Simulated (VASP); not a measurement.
Write the native input for VASP 6.6.1 that does the following.

```
Task                   : single point
Functional             : PBE
Potentials or basis    : VASP PAW PBE potentials, release 64 (Zn, Cl, Mg)
Cutoff                 : 520 eV
k mesh                 : 1 × 1 × 1
Occupations            : fermi-dirac, width 0.0552 eV
Spin                   : no spin polarisation
Dipole correction      : no
Further INCAR settings : LREAL = Auto; ALGO = Normal; EDIFF = 1e-06; NBANDS = 82; ISYM = 0
```

The structure of Mg5Zn2Cl14 lies in POSCAR:

```
Mg5Zn2Cl14
1.0
    8.2974160000     -0.2208390000     -0.2790260000
   -0.2208390000      8.1977830000     -0.1524450000
   -0.2790260000     -0.1524450000      8.2216760000
Zn Cl Mg
2 14 5
Direct
    0.4392487193      0.2729879705      0.6867781538
    0.5563603068      0.1984080977      0.2052771617
    0.1302013651      0.2765431671     -0.0516820185
    0.5058298988      0.3410735541      0.9575192031
    0.7986237472      0.0995146517      0.7774033300
    0.6081815594      0.2211423989      0.4829820004
    0.7880780437      0.5962792218      0.0716802815
    0.1304066321      0.6184789613      0.3209514540
    0.1351593476      0.7708794115      0.9893776748
    0.7830947814      1.0156855152      0.2184104534
    0.5607466263      0.7054649840      0.4134089567
    0.3849076272      0.9934056653      0.1986517058
    0.2621422678      0.0145066518      0.6428426485
    0.4835406598      0.7567705263      0.8133419876
    0.9609891742      0.7420217364      0.6310688318
    0.2563453497      0.4329226227      0.6011260851
    0.6176989831      0.8061585468      0.1371957392
    0.3035020252      0.7280976836      0.5545260854
    0.0703854526      0.9722257019      0.8269768011
    0.0467967287      0.5108293031      0.0417018230
    0.7157681889      0.8626280046      0.6499305325
```

These files were run (other wordings do the same):

INCAR

```
ALGO = Normal
EDIFF = 1E-6
ENCUT = 520
GGA = PE
ISIF = 2
ISMEAR = -1
ISYM = 0
LASPH = True
LCHARG = False
LREAL = Auto
LWAVE = False
NBANDS = 82
NELM = 100
PREC = Accurate
SIGMA = 0.0552
```

KPOINTS

```
k-points
0
Gamma
  1 1 1
```

Potentials or basis: VASP PAW PBE potentials, release 64 (Zn, Cl, Mg).

The run is started by

```sh
$ cat potpaw_PBE.64/Zn/POTCAR potpaw_PBE.64/Cl/POTCAR potpaw_PBE.64/Mg/POTCAR > POTCAR
$ mpirun -np 1 vasp_gam > vasp.out
```

Results of the run:

```yaml
Pressure: 3.2 GPa
Largest_force: 1.568 eV/Å
```

Caveat: the k points lie up to 0.77 Å⁻¹ apart; the atoms stand as in a frame of molecular dynamics.

Wall time 52 s on 1 thread of Intel(R) Xeon(R) 6975P-C (Granite Rapids), with other jobs on the host, peak memory 0.52 GiB.
